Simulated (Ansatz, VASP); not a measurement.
**One calculation of H, two programs**

```
CELL_PARAMETERS angstrom
6.16093 0.00000 0.00000
0.00000 11.95678 0.00000
0.00000 0.00000 4.62273
ATOMIC_POSITIONS crystal
H 0.55537 0.75000 0.43110
H 0.05537 0.75000 0.06890
H 0.44463 0.25000 0.56890
H 0.94463 0.25000 0.93110
H 0.62494 0.75000 0.56198
H 0.12494 0.75000 0.93802
H 0.37506 0.25000 0.43802
H 0.87506 0.25000 0.06198
H 0.46000 0.99700 0.05944
H 0.96000 0.50300 0.44056
H 0.54000 0.49700 0.94056
H 0.04000 0.00300 0.55944
H 0.54000 0.00300 0.94056
H 0.04000 0.49700 0.55944
H 0.46000 0.50300 0.05944
H 0.96000 0.99700 0.44056
```

Alike in both runs: functional r2SCAN; k mesh 4 × 2 × 6; occupations gaussian, width 0.02 eV; no spin polarisation.

Ansatz relaxed the structure, and its values are those at the end. VASP's run is a single point on that final structure, the one shown.

|  | VASP | Ansatz |
| --- | --- | --- |
| version | VASP 6.6.1 | Ansatz 0.2.0 |
| potentials or method | VASP PAW PBE potentials, release 64 (H), cutoff 520 eV | scalar-relativistic, plane waves, PAW |
| valence electrons in the cell | 16 | 16 |

|  | VASP | Ansatz | Ansatz less VASP |
| --- | --- | --- | --- |
| gap on the k mesh at the Fermi level (eV) | 10.68 | 10.68 | -0.005 |
| least direct gap on the mesh (eV) | 10.86 | 10.85 | -0.005 |
| pressure (GPa) | -0.1 | 0.0 | +0.11 |
| rms of the force components (eV/Å) | 0.004 | 0.002 | -0.0020 |

VASP's potentials were made for PBE, not for r2SCAN.
